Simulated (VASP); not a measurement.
# NaCl (Cm) in VASP: single point with PBE

Aim: the single point of NaCl with PBE.

Program: VASP 6.6.1. These are calculated values, not measurements. Logs are shortened: lines on timing, memory, paths and dates and some standing lists are left out, and cuts for length are marked.

### 1 The cell of the first run

The structure is monoclinic, space group Cm (No. 8). The conventional cell has a = 4.953 Å, b = 4.953 Å, c = 3.502 Å, α = 90.00°, β = 90.00°, γ = 90.00°. Within 3.7 Å of Na (site symmetry m) lie 8 Cl at 2.84 to 3.23 Å and 6 Na at 3.50 Å. Within 3.7 Å of Cl (site symmetry m) lie 8 Na at 2.84 to 3.23 Å and 6 Cl at 3.50 Å.

### 2 Single point, PBE (atom 1 (Na) moved by (-0.100, -0.200) A along [1 1 0] and z)

INCAR reads:

```
SYSTEM = NaCl
ALGO = Normal
EDIFF = 1E-6
ENCUT = 500
GGA = PE
GGA_COMPAT = .False.
ISIF = 2
ISMEAR = 0
LASPH = .True.
LCHARG = .False.
LREAL = .False.
LWAVE = .False.
NBANDS = 14
NELM = 120
PREC = Accurate
SIGMA = 0.05
```

KPOINTS reads:

```
k-points
0
Gamma
  6 6 6
  0 0 0
```

POSCAR reads:

```
NaCl
1.0
    3.5021900000      0.0000000000      0.0000000000
    0.0000000000      3.5021900000      0.0000000000
    0.0000000000      0.0000000000      3.5021900000
Na Cl
1 1
Direct
   -0.0201904175     -0.0201904175     -0.0571071244
    0.5000000000      0.5000000000      0.5000000000
```

Potentials or basis: VASP PAW PBE potentials, release 64 (Na_pv, Cl).

Started as:

```sh
$ cat potpaw_PBE.64/Na_pv/POTCAR potpaw_PBE.64/Cl/POTCAR > POTCAR
$ mpirun -np 1 vasp_std > vasp.out
```

OUTCAR:

```text
SYSTEM = NaCl
   EDIFF = 1E-6
   ENCUT = 500
   GGA = PE
   ISIF = 2
   ISMEAR = 0
   LASPH = .True.
   LREAL = .False.
   NELM = 120
   PREC = Accurate

 ion  position               nearest neighbor table
   1  0.980  0.980  0.943-
   2  0.500  0.500  0.500-

  LATTYP: Found a simple cubic cell.
 ALAT       =     3.5021900000

  Lattice vectors:

 A1 = (   3.5021900000,   0.0000000000,   0.0000000000)
 A2 = (   0.0000000000,   3.5021900000,   0.0000000000)
 A3 = (   0.0000000000,   0.0000000000,   3.5021900000)

Analysis of symmetry for initial positions (statically):
=====================================================================
 Subroutine PRICEL returns:
 Original cell was already a primitive cell.

 Routine SETGRP: Setting up the symmetry group for a
 simple cubic supercell.

 Subroutine GETGRP returns: Found  2 space group operations
 (whereof  2 operations were pure point group operations)
 out of a pool of 48 trial point group operations.

The static configuration has the point symmetry C_1h.

Analysis of symmetry for dynamics (positions and initial velocities):
=====================================================================
 Subroutine PRICEL returns:
 Original cell was already a primitive cell.

 Routine SETGRP: Setting up the symmetry group for a
 simple cubic supercell.

 Subroutine GETGRP returns: Found  2 space group operations
 (whereof  2 operations were pure point group operations)
 out of a pool of 48 trial point group operations.

The dynamic configuration has the point symmetry C_1h.

 Subroutine INISYM returns: Found  2 space group operations
 (whereof  2 operations are pure point group operations),
 and found     1 'primitive' translations

----------------------------------------------------------------------------------------

                                     Primitive cell

  volume of cell :      42.9555

  direct lattice vectors                    reciprocal lattice vectors
     3.502190000  0.000000000  0.000000000     0.285535622  0.000000000  0.000000000
     0.000000000  3.502190000  0.000000000     0.000000000  0.285535622  0.000000000
     0.000000000  0.000000000  3.502190000     0.000000000  0.000000000  0.285535622

  length of vectors
     3.502190000  3.502190000  3.502190000     0.285535622  0.285535622  0.285535622

  position of ions in fractional coordinates (direct lattice)
     0.979809583  0.979809583  0.942892876
     0.500000000  0.500000000  0.500000000

  ion indices of the primitive-cell ions
   primitive index   ion index
                 1           1
                 2           2

----------------------------------------------------------------------------------------

 KPOINTS: k-points

Automatic generation of k-mesh.
 Grid dimensions read from file:
 generate k-points for:    6    6    6

 Generating k-lattice:

  Cartesian coordinates                     Fractional coordinates (reciprocal lattice)
     0.047589270  0.000000000  0.000000000     0.166666667  0.000000000  0.000000000
     0.000000000  0.047589270  0.000000000     0.000000000  0.166666667  0.000000000
     0.000000000  0.000000000  0.047589270     0.000000000  0.000000000  0.166666667

  Length of vectors
     0.047589270  0.047589270  0.047589270

  Shift w.r.t. Gamma in fractional coordinates (k-lattice)
     0.000000000  0.000000000  0.000000000

 Subroutine IBZKPT returns following result:
 ===========================================

 Found     68 irreducible k-points:

 Following reciprocal coordinates:
            Coordinates               Weight
  0.000000  0.000000  0.000000      1.000000
  0.166667  0.000000  0.000000      4.000000
  0.000000  0.000000  0.166667      2.000000
  0.333333  0.000000  0.000000      4.000000
  0.000000  0.000000  0.333333      2.000000
  0.500000  0.000000  0.000000      2.000000
[... 16 lines left out ...]
 -0.333333  0.333333  0.000000      2.000000
 -0.333333  0.000000  0.333333      4.000000
 [... further k-points ...]
   k-points           NKPTS =     68   k-points in BZ     NKDIM =     68   number of bands    NBANDS=     14
   number of dos      NEDOS =    301   number of ions     NIONS =      2
   total plane-waves  NPLWV =  21952
   dimension x,y,z NGX =    28 NGY =   28 NGZ =   28
   dimension x,y,z NGXF=    56 NGYF=   56 NGZF=   56
   ions per type =               1   1
   NGX,Y,Z   is equivalent  to a cutoff of  13.29, 13.29, 13.29 a.u.
   NGXF,Y,Z  is equivalent  to a cutoff of  26.58, 26.58, 26.58 a.u.
 SYSTEM =  NaCl
   PREC   = accura    normal or accurate (medium, high low for compatibility)
   ISTART =      0    job   : 0-new  1-cont  2-samecut
   ICHARG =      2    charge: 1-file 2-atom 10-const
   ISPIN  =      1    spin polarized calculation?
   LNONCOLLINEAR =      F non collinear calculations
   LSORBIT =      F    spin-orbit coupling
   LASPH  =      T    aspherical Exc in radial PAW
   ENCUT  =  500.0 eV  36.75 Ry    6.06 a.u.   6.39  6.39  6.39*2*pi/ulx,y,z
   NELM   =    120;   NELMIN=  2; NELMDL= -5     # of ELM steps
   EDIFF  = 0.1E-05   stopping-criterion for ELM
   LREAL  =      F    real-space projection
   EDIFFG = 0.1E-04   stopping-criterion for IOM
   NSW    =      0    number of steps for IOM
   IBRION =     -1    ionic relax: 0-MD 1-quasi-New 2-CG
   NFREE  =      0    steps in history (QN), initial steepest desc. (CG)
   ISIF   =      2    stress and relaxation
   ISYM   =      2    0-nonsym 1-usesym 2-fastsym
   POTIM  = 0.5000    time-step for ionic-motion
   TEBEG  =    0.0;   TEEND  =   0.0 temperature during run
   PSTRESS=    0.0 pullay stress
   NELECT =      14.0000    total number of electrons
   NUPDOWN=      -1.0000    fix difference up-down
   EMIN   =  10.00;   EMAX   =-10.00  energy-range for DOS
   EFERMI =   0.00;   METHOD = LEGACY
   ISMEAR =     0;   SIGMA  =   0.05  broadening in eV -4-tet -1-fermi 0-gaus
   EFERMI_NEDOS =   21; number of points for ismear=-14 and -15
   IALGO  =     38    algorithm
   IMIX   =      4    mixing-type and parameters
     AMIX     =   0.40;   BMIX     =  1.00
     AMIX_MAG =   1.60;   BMIX_MAG =  1.00
  volume/ion in A,a.u.               =      21.48       144.94
  Fermi-wavevector in a.u.,A,eV,Ry     =   1.126621  2.129005 17.269530  1.269275
  Thomas-Fermi vector in A             =   2.263304
   LORBIT       =      0    0 simple, 1 ext, 2 COOP (PROOUT), +10 PAW based schemes
   GGA     = PE    functional components
   LHFCALC =     F    Hartree Fock is set to
   AEXX    =    0.0000 exact exchange contribution
   IVDW    =     0    specifies the selected vdW correction
   LEPSILON=     F    determine dielectric tensor
   LRPA    =     F    only Hartree local field effects (RPA)
 non-spin polarized calculation
 Gauss-broadening in eV      SIGMA  =   0.05
  energy-cutoff  :      500.00
  volume of cell :       42.96
 maximum number of plane-waves:      1108
 NGX is ok and might be reduce to    28
   NGX = 13   NGY = 13   NGZ = 13

 number of electron      13.9999989 magnetization

 Free energy of the ion-electron system (eV)
  ---------------------------------------------------
  ext. energy  EPLUGINS =         0.00000000
  ---------------------------------------------------
  free energy    TOTEN  =        -6.45891611 eV

  energy without entropy =       -6.45891611  energy(sigma->0) =       -6.45891611

 E-fermi :   0.6685     XC(G=0):  -8.4213

 val. band max:        0.4156684560   @ k =   0.5000   0.5000   0.0000
 cond. band min:       4.4110320611   @ k =   0.0000   0.0000   0.0000
 fundamental gap:      3.9953636051
 Fermi energy:         0.6685483697

 k-point     1 :       0.0000    0.0000    0.0000
  band No.  band energies     occupation
      1     -21.6268      2.00000
      2     -21.6225      2.00000
      3     -21.6224      2.00000
      4     -12.9633      2.00000
      5      -0.0836      2.00000
      6      -0.0830      2.00000
      7      -0.0728      2.00000
      8       4.4110      0.00000
      9       8.9930      0.00000
     10       9.0442      0.00000
     11      16.0055      0.00000
     12      16.0829      0.00000
     13      16.1687      0.00000
     14      16.3229      0.00000

 k-point     2 :       0.1667    0.0000    0.0000
  band No.  band energies     occupation
      1     -21.6330      2.00000
      2     -21.6259      2.00000
      3     -21.6215      2.00000
      4     -12.8790      2.00000
      5      -0.8712      2.00000
      6      -0.0279      2.00000
      7      -0.0152      2.00000
      8       5.1340      0.00000
      9       9.3248      0.00000
     10       9.5369      0.00000
     11      14.2430      0.00000
     12      14.3130      0.00000
     13      15.5174      0.00000
     14      16.5810      0.00000

 k-point     3 :       0.0000    0.0000    0.1667
  band No.  band energies     occupation
      1     -21.6371      2.00000
      2     -21.6216      2.00000
      3     -21.6216      2.00000
      4     -12.8796      2.00000
      5      -0.8596      2.00000
      6      -0.0277      2.00000
      7      -0.0267      2.00000
      8       5.1368      0.00000
      9       9.2905      0.00000
     10       9.5649      0.00000
     11      14.2916      0.00000
     12      14.3146      0.00000
     13      15.4887      0.00000
     14      16.5093      0.00000
[... 324 lines left out ...]
 k-point    23 :      -0.3333    0.3333    0.0000
  band No.  band energies     occupation
      1     -21.6490      2.00000
      2     -21.6465      2.00000
      3     -21.6214      2.00000
      4     -12.4873      2.00000
      5      -1.7037      2.00000
      6      -1.4909      2.00000
      7       0.2869      2.00000
      8       7.0239      0.00000
      9       8.9189      0.00000
     10      11.2055      0.00000
     11      12.3706      0.00000
     12      13.2362      0.00000
     13      13.6624      0.00000
     14      16.3410      0.00000

 k-point    24 :      -0.3333    0.0000    0.3333
  band No.  band energies     occupation
      1     -21.6522      2.00000
      2     -21.6475      2.00000
      3     -21.6172      2.00000
      4     -12.4873      2.00000
      5      -1.6957      2.00000
      6      -1.4823      2.00000
      7       0.2715      2.00000
      8       7.0138      0.00000
      9       8.9074      0.00000
     10      11.2457      0.00000
     11      12.3460      0.00000
     12      13.1810      0.00000
     13      13.6329      0.00000
     14      16.3667      0.00000

 [... further k-points ...]

------------------------ aborting loop because EDIFF is reached ----------------------------------------

  FORCE on cell =-STRESS in cart. coord.  units (eV):
  Direction    XX          YY          ZZ          XY          YZ          ZX
  --------------------------------------------------------------------------------------
  -------------------------------------------------------------------------------------
  Total        0.1114851      0.1114851      0.1185776      0.0231615      0.0569897      0.0569897
  in kB        4.1582274      4.1582274      4.4227670      0.8638900      2.1256295      2.1256293
  external PRESSURE =       4.2464073 kB  Pullay stress =       0.0000000 kB

 VOLUME and BASIS-vectors are now :
 -----------------------------------------------------------------------------
  energy-cutoff  :      500.00
  volume of cell :       42.96
      direct lattice vectors                 reciprocal lattice vectors
     3.502190000  0.000000000  0.000000000     0.285535622  0.000000000  0.000000000
     0.000000000  3.502190000  0.000000000     0.000000000  0.285535622  0.000000000
     0.000000000  0.000000000  3.502190000     0.000000000  0.000000000  0.285535622

 POSITION                                       TOTAL-FORCE (eV/Angst)
 -----------------------------------------------------------------------------------
      3.43148      3.43148      3.30219         0.035430      0.035430      0.077507
      1.75110      1.75110      1.75110        -0.035430     -0.035430     -0.077507
 -----------------------------------------------------------------------------------
    total drift:                               -0.000463     -0.000463     -0.000466

  FREE ENERGIE OF THE ION-ELECTRON SYSTEM (eV)
  ---------------------------------------------------
  free  energy   TOTEN  =        -6.4589161103 eV

  energy  without entropy=       -6.4589161103  energy(sigma->0) =       -6.45891611
```

It took 40 s on 1 thread of AMD EPYC 7R43 (Zen 3), shared host; peak memory 0.13 GiB.

Results:

```
Free energy            : -6.4589 eV
Pressure               : 0.4 GPa
Largest force          : 0.092 eV/Å
Band gap on the k mesh : 4.00 eV (least direct gap 4.48 eV)
```

Forces in eV/Å, atoms in the order of the input:
```
Na   0.035  0.035  0.078
Cl  -0.035 -0.035 -0.078
```

Stress tensor (GPa, compression positive):
```
0.42 0.09 0.21
0.09 0.42 0.21
0.21 0.21 0.44
```

Levels at points of the mesh, in eV from the valence-band top:
```csv
k point,band 3,band 4,band 5,band 6,band 7,band 8,band 9,band 10,band 11,band 12
"(0.00, 0.00, 0.00)",-22.04,-13.38,-0.50,-0.50,-0.49,4.00,8.58,8.63,15.59,15.67
"(0.50, 0.00, 0.00)",-22.03,-13.02,-2.94,-0.27,-0.25,6.95,8.53,10.48,11.75,11.92
"(0.00, 0.00, 0.50)",-22.03,-13.02,-2.93,-0.27,-0.26,6.95,8.56,10.44,11.83,11.89
"(0.50, 0.50, 0.00)",-22.04,-12.76,-2.27,-2.26,0.00,5.56,9.93,11.03,11.05,12.69
"(0.00, 0.50, 0.50)",-22.03,-12.76,-2.27,-2.25,-0.01,5.54,9.89,11.04,11.12,12.62
"(0.50, 0.50, 0.50)",-22.07,-12.49,-1.85,-1.85,-1.83,7.14,7.15,7.18,11.59,15.91
```

Caveat: the cell differs from its parent crystal (atom 1 (Na) moved by (-0.100, -0.200) A along [1 1 0] and z). A k mesh can miss the band edges.
